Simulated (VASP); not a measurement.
# GaP (Pm-3m) in VASP: single point with r2SCAN

Aim: the single point of GaP with r2SCAN.

Everything below comes from runs of VASP 6.6.1. Logs are shortened: lines on timing, memory, paths and dates and some standing lists are left out, and cuts for length are marked.

### 1 The cell of the first run

The structure is cubic, space group Pm-3m (No. 221). The conventional cell has a = 3.186 Å, b = 3.186 Å, c = 3.186 Å, α = 90.00°, β = 90.00°, γ = 90.00°. Ga (site symmetry m-3m) has 8 P at 2.76 Å and 6 Ga at 3.19 Å within 3.6 Å. P (site symmetry m-3m) has 8 Ga at 2.76 Å and 6 P at 3.19 Å within 3.6 Å.

### 2 Single point, r2SCAN

POSCAR

```
GaP
1.0
    3.1864350770      0.0000000000      0.0000000000
    0.0000000000      3.1864350770      0.0000000000
    0.0000000000      0.0000000000      3.1864350770
Ga P
1 1
Direct
    0.0000000000      0.0000000000      0.0000000000
    0.5000000000      0.5000000000      0.5000000000
```

INCAR.step1

```
SYSTEM = GaP
PREC = Accurate
ENCUT = 520
ISMEAR = -1
SIGMA = 0.02
LREAL = .FALSE.
LASPH = .TRUE.
NELM = 60
NBANDS = 16
GGA = PE
ALGO = Normal
EDIFF = 1E-4
LWAVE = .TRUE.
LCHARG = .FALSE.
```

INCAR.step2

```
SYSTEM = GaP
PREC = Accurate
ENCUT = 520
EDIFF = 1E-6
ISMEAR = -1
SIGMA = 0.02
LREAL = .FALSE.
LASPH = .TRUE.
NELM = 60
ALGO = Normal
ISIF = 2
LWAVE = .FALSE.
LCHARG = .TRUE.
METAGGA = R2SCAN
LMIXTAU = .TRUE.
LELF = .TRUE.
LVHAR = .TRUE.
NBANDS = 16
ISTART = 1
```

KPOINTS

```
Automatic mesh
0
G
  6 6 6
  0 0 0
```

Potentials or basis: VASP PAW PBE potentials, release 64 (Ga_d, P).

Command:

```bash
cat potpaw_PBE.64/Ga_d/POTCAR potpaw_PBE.64/P/POTCAR > POTCAR
cp INCAR.step1 INCAR
mpirun -np 1 vasp_std > vasp.out
cp INCAR.step2 INCAR
mpirun -np 1 vasp_std > vasp.out
```

OUTCAR:

```text
SYSTEM = GaP
   PREC = Accurate
   ENCUT = 520
   EDIFF = 1E-6
   ISMEAR = -1
   LREAL = .FALSE.
   LASPH = .TRUE.
   NELM = 60
   ISIF = 2
   METAGGA = R2SCAN
   ISTART = 1

 ion  position               nearest neighbor table
   1  0.000  0.000  0.000-   2 2.76   2 2.76   2 2.76   2 2.76   2 2.76   2 2.76   2 2.76   2 2.76

   2  0.500  0.500  0.500-   1 2.76   1 2.76   1 2.76   1 2.76   1 2.76   1 2.76   1 2.76   1 2.76

  LATTYP: Found a simple cubic cell.
 ALAT       =     3.1864350770

  Lattice vectors:

 A1 = (   3.1864350770,   0.0000000000,   0.0000000000)
 A2 = (   0.0000000000,   3.1864350770,   0.0000000000)
 A3 = (   0.0000000000,   0.0000000000,   3.1864350770)

Analysis of symmetry for initial positions (statically):
=====================================================================
 Subroutine PRICEL returns:
 Original cell was already a primitive cell.

 Routine SETGRP: Setting up the symmetry group for a
 simple cubic supercell.

 Subroutine GETGRP returns: Found 48 space group operations
 (whereof 48 operations were pure point group operations)
 out of a pool of 48 trial point group operations.

The static configuration has the point symmetry O_h .

Analysis of symmetry for dynamics (positions and initial velocities):
=====================================================================
 Subroutine PRICEL returns:
 Original cell was already a primitive cell.

 Routine SETGRP: Setting up the symmetry group for a
 simple cubic supercell.

 Subroutine GETGRP returns: Found 48 space group operations
 (whereof 48 operations were pure point group operations)
 out of a pool of 48 trial point group operations.

The dynamic configuration has the point symmetry O_h .

 Subroutine INISYM returns: Found 48 space group operations
 (whereof 48 operations are pure point group operations),
 and found     1 'primitive' translations

----------------------------------------------------------------------------------------

                                     Primitive cell

  volume of cell :      32.3530

  direct lattice vectors                    reciprocal lattice vectors
     3.186435077  0.000000000  0.000000000     0.313830339  0.000000000  0.000000000
     0.000000000  3.186435077  0.000000000     0.000000000  0.313830339  0.000000000
     0.000000000  0.000000000  3.186435077     0.000000000  0.000000000  0.313830339

  length of vectors
     3.186435077  3.186435077  3.186435077     0.313830339  0.313830339  0.313830339

  position of ions in fractional coordinates (direct lattice)
     0.000000000  0.000000000  0.000000000
     0.500000000  0.500000000  0.500000000

  ion indices of the primitive-cell ions
   primitive index   ion index
                 1           1
                 2           2

----------------------------------------------------------------------------------------

 KPOINTS: Automatic mesh

Automatic generation of k-mesh.
 Grid dimensions read from file:
 generate k-points for:    6    6    6

 Generating k-lattice:

  Cartesian coordinates                     Fractional coordinates (reciprocal lattice)
     0.052305056  0.000000000  0.000000000     0.166666667  0.000000000  0.000000000
     0.000000000  0.052305056  0.000000000     0.000000000  0.166666667  0.000000000
     0.000000000  0.000000000  0.052305056     0.000000000  0.000000000  0.166666667

  Length of vectors
     0.052305056  0.052305056  0.052305056

  Shift w.r.t. Gamma in fractional coordinates (k-lattice)
     0.000000000  0.000000000  0.000000000

 Subroutine IBZKPT returns following result:
 ===========================================

 Found     20 irreducible k-points:

 Following reciprocal coordinates:
            Coordinates               Weight
  0.000000  0.000000  0.000000      1.000000
  0.166667  0.000000  0.000000      6.000000
  0.333333  0.000000  0.000000      6.000000
  0.500000  0.000000  0.000000      3.000000
  0.166667  0.166667  0.000000     12.000000
  0.333333  0.166667  0.000000     24.000000
[... 12 lines left out ...]
  0.500000  0.500000  0.333333      6.000000
  0.500000  0.500000  0.500000      1.000000
   k-points           NKPTS =     20   k-points in BZ     NKDIM =     20   number of bands    NBANDS=     16
   number of dos      NEDOS =    301   number of ions     NIONS =      2
   total plane-waves  NPLWV =  13824
   dimension x,y,z NGX =    24 NGY =   24 NGZ =   24
   dimension x,y,z NGXF=    48 NGYF=   48 NGZF=   48
   ions per type =               1   1
   NGX,Y,Z   is equivalent  to a cutoff of  12.52, 12.52, 12.52 a.u.
   NGXF,Y,Z  is equivalent  to a cutoff of  25.04, 25.04, 25.04 a.u.
 SYSTEM =  GaP
   PREC   = accura    normal or accurate (medium, high low for compatibility)
   ISTART =      1    job   : 0-new  1-cont  2-samecut
   ICHARG =      0    charge: 1-file 2-atom 10-const
   ISPIN  =      1    spin polarized calculation?
   LNONCOLLINEAR =      F non collinear calculations
   LSORBIT =      F    spin-orbit coupling
   LASPH  =      T    aspherical Exc in radial PAW
   ENCUT  =  520.0 eV  38.22 Ry    6.18 a.u.   5.92  5.92  5.92*2*pi/ulx,y,z
   NELM   =     60;   NELMIN=  2; NELMDL=  0     # of ELM steps
   EDIFF  = 0.1E-05   stopping-criterion for ELM
   LREAL  =      F    real-space projection
   EDIFFG = 0.1E-04   stopping-criterion for IOM
   NSW    =      0    number of steps for IOM
   IBRION =     -1    ionic relax: 0-MD 1-quasi-New 2-CG
   NFREE  =      0    steps in history (QN), initial steepest desc. (CG)
   ISIF   =      2    stress and relaxation
   ISYM   =      2    0-nonsym 1-usesym 2-fastsym
   POTIM  = 0.5000    time-step for ionic-motion
   TEBEG  =    0.0;   TEEND  =   0.0 temperature during run
   PSTRESS=    0.0 pullay stress
   NELECT =      18.0000    total number of electrons
   NUPDOWN=      -1.0000    fix difference up-down
   EMIN   =  10.00;   EMAX   =-10.00  energy-range for DOS
   EFERMI =   0.00;   METHOD = LEGACY
   ISMEAR =    -1;   SIGMA  =   0.02  broadening in eV -4-tet -1-fermi 0-gaus
   EFERMI_NEDOS =   21; number of points for ismear=-14 and -15
   IALGO  =     38    algorithm
   IMIX   =      4    mixing-type and parameters
     AMIX     =   0.40;   BMIX     =  1.00
     AMIX_MAG =   1.60;   BMIX_MAG =  1.00
  volume/ion in A,a.u.               =      16.18       109.16
  Fermi-wavevector in a.u.,A,eV,Ry     =   1.346461  2.544443 24.666797  1.812958
  Thomas-Fermi vector in A             =   2.474291
   LORBIT       =      0    0 simple, 1 ext, 2 COOP (PROOUT), +10 PAW based schemes
   METAGGA = R2SCAN    functional components
   LHFCALC =     F    Hartree Fock is set to
   AEXX    =    0.0000 exact exchange contribution
   IVDW    =     0    specifies the selected vdW correction
   LEPSILON=     F    determine dielectric tensor
   LRPA    =     F    only Hartree local field effects (RPA)
 non-spin polarized calculation
  energy-cutoff  :      520.00
  volume of cell :       32.35
 maximum number of plane-waves:       912
 NGX is ok and might be reduce to    24
   NGX = 11   NGY = 11   NGZ = 11

 number of electron      17.9999991 magnetization

 Free energy of the ion-electron system (eV)
  ---------------------------------------------------
  ext. energy  EPLUGINS =         0.00000000
  ---------------------------------------------------
  free energy    TOTEN  =       -19.47808054 eV

  energy without entropy =      -19.47290858  energy(sigma->0) =      -19.47549456

 E-fermi :   7.3210     XC(G=0): -12.3028

 val. band max:        7.2758811927   @ k =   0.3333   0.3333   0.1667
 cond. band min:       7.3326808652   @ k =   0.3333   0.3333   0.3333
 fundamental gap:      0.0567996725
 Fermi energy:         7.3209823054

 k-point     1 :       0.0000    0.0000    0.0000
  band No.  band energies     occupation
      1      -8.0056      2.00000
      2      -8.0056      2.00000
      3      -7.8540      2.00000
      4      -7.8540      2.00000
      5      -7.8540      2.00000
      6      -7.1811      2.00000
[... 8 lines left out ...]
     15      18.9565      0.00000
     16      22.1346      0.00000

 k-point     2 :       0.1667    0.0000    0.0000
  band No.  band energies     occupation
      1      -8.0013      2.00000
      2      -7.9765      2.00000
      3      -7.8706      2.00000
      4      -7.8706      2.00000
      5      -7.8522      2.00000
      6      -6.7899      2.00000
[... 8 lines left out ...]
     15      17.7151      0.00000
     16      22.3562      0.00000

 k-point     3 :       0.3333    0.0000    0.0000
  band No.  band energies     occupation
      1      -7.9927      2.00000
      2      -7.9221      2.00000
      3      -7.9035      2.00000
      4      -7.9035      2.00000
      5      -7.8484      2.00000
      6      -5.6785      2.00000
[... 8 lines left out ...]
     15      19.4747      0.00000
     16      20.5508      0.00000

 k-point     4 :       0.5000    0.0000    0.0000
  band No.  band energies     occupation
      1      -7.9885      2.00000
      2      -7.9197      2.00000
      3      -7.9197      2.00000
      4      -7.8956      2.00000
      5      -7.8466      2.00000
      6      -4.6145      2.00000
[... 8 lines left out ...]
     15      17.8174      0.00000
     16      23.2130      0.00000

 k-point     5 :       0.1667    0.1667    0.0000
  band No.  band energies     occupation
      1      -7.9857      2.00000
      2      -7.9561      2.00000
      3      -7.9047      2.00000
      4      -7.8702      2.00000
      5      -7.8661      2.00000
      6      -6.3848      2.00000
[... 8 lines left out ...]
     15      18.4571      0.00000
     16      20.2090      0.00000

 k-point     6 :       0.3333    0.1667    0.0000
  band No.  band energies     occupation
      1      -7.9736      2.00000
      2      -7.9568      2.00000
      3      -7.9006      2.00000
      4      -7.9000      2.00000
      5      -7.8631      2.00000
      6      -5.2607      2.00000
[... 8 lines left out ...]
     15      20.2115      0.00000
     16      20.7396      0.00000

 k-point     7 :       0.5000    0.1667    0.0000
  band No.  band energies     occupation
      1      -7.9798      2.00000
      2      -7.9681      2.00000
      3      -7.9155      2.00000
      4      -7.8727      2.00000
      5      -7.8608      2.00000
      6      -4.1930      2.00000
[... 8 lines left out ...]
     15      20.4135      0.00000
     16      20.9585      0.00000

 k-point     8 :       0.3333    0.3333    0.0000
  band No.  band energies     occupation
      1      -8.0445      2.00000
      2      -7.9501      2.00000
      3      -7.8946      2.00000
      4      -7.8906      2.00000
      5      -7.8445      2.00000
      6      -4.1271      2.00000
[... 8 lines left out ...]
     15      18.1779      0.00000
     16      21.6815      0.00000

 k-point     9 :       0.5000    0.3333    0.0000
  band No.  band energies     occupation
      1      -8.0814      2.00000
      2      -7.9426      2.00000
      3      -7.9071      2.00000
      4      -7.8889      2.00000
      5      -7.8139      2.00000
      6      -3.0905      2.00000
[... 8 lines left out ...]
     15      18.4571      0.00000
     16      19.9881      0.00000
[... 96 lines left out ...]
 k-point    15 :       0.5000    0.3333    0.1667
  band No.  band energies     occupation
      1      -8.0615      2.00000
      2      -7.9399      2.00000
      3      -7.9166      2.00000
      4      -7.9038      2.00000
      5      -7.8108      2.00000
      6      -2.7659      2.00000
[... 8 lines left out ...]
     15      20.5667      0.00000
     16      21.2756      0.00000

 k-point    16 :       0.5000    0.5000    0.1667
  band No.  band energies     occupation
      1      -8.0981      2.00000
      2      -7.9328      2.00000
      3      -7.9328      2.00000
      4      -7.8949      2.00000
      5      -7.7805      2.00000
      6      -1.9253      2.00000
[... 8 lines left out ...]
     15      21.4599      0.00000
     16      21.4599      0.00000

 k-point    17 :       0.3333    0.3333    0.3333
  band No.  band energies     occupation
      1      -8.0170      2.00000
      2      -7.9684      2.00000
      3      -7.9684      2.00000
      4      -7.8369      2.00000
      5      -7.8369      2.00000
      6      -2.7581      2.00000
[... 8 lines left out ...]
     15      22.3669      0.00000
     16      22.3669      0.00000

 k-point    18 :       0.5000    0.3333    0.3333
  band No.  band energies     occupation
      1      -8.0319      2.00000
      2      -7.9928      2.00000
      3      -7.9664      2.00000
      4      -7.8351      2.00000
      5      -7.8002      2.00000
      6      -1.9175      2.00000
[... 8 lines left out ...]
     15      23.0511      0.00000
     16      24.4201      0.00000

 k-point    19 :       0.5000    0.5000    0.3333
  band No.  band energies     occupation
      1      -8.0447      2.00000
      2      -7.9907      2.00000
      3      -7.9907      2.00000
      4      -7.8170      2.00000
      5      -7.7789      2.00000
      6      -1.2764      2.00000
[... 8 lines left out ...]
     15      26.0342      0.00000
     16      26.0342      0.00000

 k-point    20 :       0.5000    0.5000    0.5000
  band No.  band energies     occupation
      1      -8.0187      2.00000
      2      -8.0187      2.00000
      3      -8.0187      2.00000
      4      -7.7781      2.00000
      5      -7.7781      2.00000
      6      -0.8173      2.00000
[... 8 lines left out ...]
     15      27.6339      0.00000
     16      29.4710      0.00000

------------------------ aborting loop because EDIFF is reached ----------------------------------------

  FORCE on cell =-STRESS in cart. coord.  units (eV):
  Direction    XX          YY          ZZ          XY          YZ          ZX
  --------------------------------------------------------------------------------------
  -------------------------------------------------------------------------------------
  Total        0.1306656      0.1306656      0.1306656      0.0000000      0.0000000     -0.0000000
  in kB        6.4707782      6.4707782      6.4707782      0.0000000      0.0000000     -0.0000000
  external PRESSURE =       6.4707782 kB  Pullay stress =       0.0000000 kB

 VOLUME and BASIS-vectors are now :
 -----------------------------------------------------------------------------
  energy-cutoff  :      520.00
  volume of cell :       32.35
      direct lattice vectors                 reciprocal lattice vectors
     3.186435077  0.000000000  0.000000000     0.313830339  0.000000000  0.000000000
     0.000000000  3.186435077  0.000000000     0.000000000  0.313830339  0.000000000
     0.000000000  0.000000000  3.186435077     0.000000000  0.000000000  0.313830339

 POSITION                                       TOTAL-FORCE (eV/Angst)
 -----------------------------------------------------------------------------------
      0.00000      0.00000      0.00000         0.000000      0.000000      0.000000
      1.59322      1.59322      1.59322         0.000000      0.000000      0.000000
 -----------------------------------------------------------------------------------
    total drift:                                0.000000      0.000000      0.000000

  FREE ENERGIE OF THE ION-ELECTRON SYSTEM (eV)
  ---------------------------------------------------
  free  energy   TOTEN  =       -19.4780805353 eV

  energy  without entropy=      -19.4729085845  energy(sigma->0) =      -19.47549456
```

It took 14 s on 1 thread of Intel Xeon 6975P-C (Granite Rapids), shared host; peak memory 0.14 GiB.

Results:

| Item | Value |
| --- | --- |
| Free energy | -19.4781 eV |
| Pressure | 0.6 GPa |
| Band gap on the k mesh | zero (band 9 reaches 8.68 eV, above the bottom of band 10 at 5.46 eV) |

Levels at points of the mesh, in eV from the Fermi level:
```
           k point  band 7  band 8  band 9  band 10  band 11  band 12
(0.00, 0.00, 0.00)   -0.80   -0.80   -0.80    -0.54     4.86     4.86
(0.50, 0.00, 0.00)   -9.13    1.36    1.36     4.15     4.54     5.29
(0.50, 0.50, 0.00)   -5.94   -5.94   -4.76     2.29     8.43     8.43
(0.50, 0.50, 0.50)   -2.99   -2.99   -2.99    -1.24    -0.65    -0.65
```

Caveat: the PAW data sets were made with another functional, which shifts forces and pressure a little.
